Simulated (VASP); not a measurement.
# MoS2 (P-1) in VASP: a series of runs, part 2 of 2

VASP 6.6.1. Earlier steps stand in the parts before.

**3. Electric field gradients, LDA (equal xy, yz and zx shear strains of +3 %)**

File INCAR:

```
SYSTEM = MoS2
PREC = Accurate
ENCUT = 520
EDIFF = 1E-8
ISMEAR = -1
SIGMA = 0.03
LREAL = .False.
LASPH = .True.
NELM = 100
ALGO = Normal
ISIF = 2
LWAVE = .False.
LCHARG = .False.
GGA = CA
LEFG = .True.
NBANDS = 35
```

File KPOINTS:

```
Automatic mesh
0
Gamma
  10 10 3
  0 0 0
```

File POSCAR:

```
MoS2
1.0
    3.1610016016      0.0474150240      0.0474150240
   -1.5394381855      2.7138001764      0.0173551033
    0.1844250000      0.1844250000     12.2950000000
Mo S
2 4
Direct
    0.3333333333      0.6666666667      0.2500000000
    0.6666666667      0.3333333333      0.7500000000
    0.3333333333      0.6666666667      0.6275000000
    0.6666666667      0.3333333333      0.1275000000
    0.3333333333      0.6666666667      0.8725000000
    0.6666666667      0.3333333333      0.3725000000
```

Potentials or basis: VASP PAW LDA potentials, release 64 (Mo_sv, S).

Run with:

```console
$ cat potpaw_LDA.64/Mo_sv/POTCAR potpaw_LDA.64/S/POTCAR > POTCAR
$ mpirun -np 1 vasp_std > vasp.out
```

OUTCAR:

```text
SYSTEM = MoS2
   PREC = Accurate
   ENCUT = 520
   EDIFF = 1E-8
   ISMEAR = -1
   LREAL = .False.
   LASPH = .True.
   NELM = 100
   ISIF = 2
   GGA = CA

 ion  position               nearest neighbor table
   1  0.333  0.667  0.250-   4 2.33   4 2.34   6 2.34   6 2.36   6 2.40   4 2.43
   2  0.667  0.333  0.750-   5 2.33   5 2.34   3 2.34   3 2.36   3 2.40   5 2.43
   3  0.333  0.667  0.627-   2 2.34   2 2.36   2 2.40
   4  0.667  0.333  0.127-   1 2.33   1 2.34   1 2.43
   5  0.333  0.667  0.873-   2 2.33   2 2.34   2 2.43
   6  0.667  0.333  0.373-   1 2.34   1 2.36   1 2.40

  LATTYP: Found a triclinic cell.
 ALAT       =     5.4762471167
 B/A-ratio  =     0.5697473580
 C/A-ratio  =     2.2456557934
 COS(alpha) =     0.0112057054
 COS(beta)  =     0.0302114049
 COS(gamma) =     0.8622746762

  Lattice vectors:

 A1 = (   0.0821252306,   5.4750153768,   0.0821252306)
 A2 = (  -1.5394381855,   2.7138001764,   0.0173551033)
 A3 = (   0.1844250000,   0.1844250000,  12.2950000000)
[... 1128 lines left out ...]
      0.18829      1.98592     10.75476        -0.549733     -0.451413      0.850711
      1.66289      1.00491      4.61728        -0.366645     -0.464283      0.780095
 -----------------------------------------------------------------------------------
    total drift:                                0.000000      0.000000     -0.000000

  FREE ENERGIE OF THE ION-ELECTRON SYSTEM (eV)
  ---------------------------------------------------
  free  energy   TOTEN  =       -48.7559371715 eV

  energy  without entropy=      -48.7559371361  energy(sigma->0) =      -48.75593715

 Electric field gradients (V/A^2)
---------------------------------------------------------------------
 ion       V_xx      V_yy      V_zz      V_xy      V_xz      V_yz
---------------------------------------------------------------------
   1      48.451    47.462   -95.913    16.016    27.411    27.396
   2      48.451    47.462   -95.913    16.016    27.411    27.396
   3      27.879    34.738   -62.617    -2.502     4.855     6.999
   4      34.717    28.348   -63.065     4.094     9.046     6.894
   5      34.717    28.348   -63.065     4.094     9.046     6.894
   6      27.879    34.738   -62.617    -2.502     4.855     6.999
---------------------------------------------------------------------

 Electric field gradients after diagonalization (V/A^2)
 (convention: |V_zz| > |V_xx| > |V_yy|)
----------------------------------------------------------------------
 ion       V_xx      V_yy      V_zz     asymmetry (V_yy - V_xx)/ V_zz
----------------------------------------------------------------------
   1      72.876    31.935  -104.812       0.391
   2      72.876    31.935  -104.812       0.391
   3      35.838    27.556   -63.394       0.131
   4      37.956    26.394   -64.350       0.180
   5      37.956    26.394   -64.350       0.180
   6      35.838    27.556   -63.394       0.131
----------------------------------------------------------------------

           NMR quadrupolar parameters

 Cq : quadrupolar parameter    Cq=e*Q*V_zz/h
 eta: asymmetry parameters     (V_yy - V_xx)/ V_zz
 Q  : nuclear electric quadrupole moment in mb (millibarn)
----------------------------------------------------------------------
 ion       Cq(MHz)       eta       Q (mb)
----------------------------------------------------------------------
   1      -0.253       0.391       1.000
   2      -0.253       0.391       1.000
   3      -0.153       0.131       1.000
   4      -0.156       0.180       1.000
   5      -0.156       0.180       1.000
   6      -0.153       0.131       1.000
----------------------------------------------------------------------
```

stdout:

```text
POSCAR found type information on POSCAR MoS
 POSCAR found :  2 types and       6 ions
 scaLAPACK will be used
 LDA part: xc-table for (Slater(with rela. corr.)+CA(PZ))
 , standard interpolation
 POSCAR, INCAR and KPOINTS ok, starting setup
 FFT: planning ... GRIDC
 FFT: planning ... GRID_SOFT
 FFT: planning ... GRID
 WAVECAR not read
 entering main loop
ion   1
     0.0000532    -0.9414835    -0.6249142    -0.7285963    -0.6273859    -0.0309879
     0.0000733    -0.9414835    -0.6249142    -0.7285963    -0.6273859    -0.0309879
     0.0001009    -0.9414835    -0.6249142    -0.7285963    -0.6273859    -0.0309879
     0.0001390    -0.9414835    -0.6249142    -0.7285962    -0.6273859    -0.0309879

     0.0000532   -14.8800752   -25.4580601    76.4625305   -25.4731087    -0.4557909
     0.0000733   -14.8797879   -25.4572528    76.4597915   -25.4723023    -0.4557820
     0.0001009   -14.8793367   -25.4559771    76.4554875   -25.4710279    -0.4557680
     0.0001390   -14.8786323   -25.4539716    76.4487633   -25.4690246    -0.4557461
[... 45 lines left out ...]
ion   6
     0.0000369     0.2200489    -0.5066323     3.6222950    -0.3049558     0.2872149
     0.0000508     0.2200489    -0.5066323     3.6222950    -0.3049558     0.2872149
     0.0000700     0.2200489    -0.5066323     3.6222949    -0.3049558     0.2872149
     0.0000964     0.2200489    -0.5066323     3.6222949    -0.3049558     0.2872149

     0.0000369     2.2582960    -6.5388689    50.4927138    -4.5312885     3.1916445
     0.0000508     2.2582924    -6.5388578    50.4926276    -4.5312808     3.1916392
     0.0000700     2.2582862    -6.5388395    50.4924845    -4.5312678     3.1916305
     0.0000964     2.2582762    -6.5388092    50.4922484    -4.5312465     3.1916160
```

Wall time 4.3 min (1 thread of Intel Xeon 6975P-C (Granite Rapids), shared host); peak memory 0.5 GiB.

What came out:

```yaml
Free_energy: -48.7559 eV
Pressure: 1.6 GPa
Largest_force: 1.109 eV/Å
Band_gap_on_the_k_mesh: 0.79 eV (least direct gap 1.77 eV)
Largest_electric_field_gradient_by_atom: Mo -104.8; S -63.4, -64.3 (each value once) V/Å²
```

Forces in eV/Å, atoms in the order of the input:
```
Mo  -0.185  0.013  0.069
Mo   0.185 -0.013 -0.069
S    0.367  0.464 -0.780
S    0.550  0.451 -0.851
S   -0.550 -0.451  0.851
S   -0.367 -0.464  0.780
```

Electric field gradients, principal values (V/Å²):
| atom | least | middle | greatest (by size) |
| --- | --- | --- | --- |
| 1 Mo | 31.935 | 72.876 | -104.812 |
| 2 Mo | 31.935 | 72.876 | -104.812 |
| 3 S | 27.556 | 35.838 | -63.394 |
| 4 S | 26.394 | 37.956 | -64.350 |
| 5 S | 26.394 | 37.956 | -64.350 |
| 6 S | 27.556 | 35.838 | -63.394 |

Caveat: the cell differs from its parent crystal (equal xy, yz and zx shear strains of +3 %); without QUAD_EFG the Cq values of the log hold for a quadrupole moment of 1 mb, not for the nuclei; an odd mesh through Γ misses points on the zone boundary, where band edges can lie; forces of over 1 eV/Å act on the atoms, so gaps and moduli don't describe the material at rest.
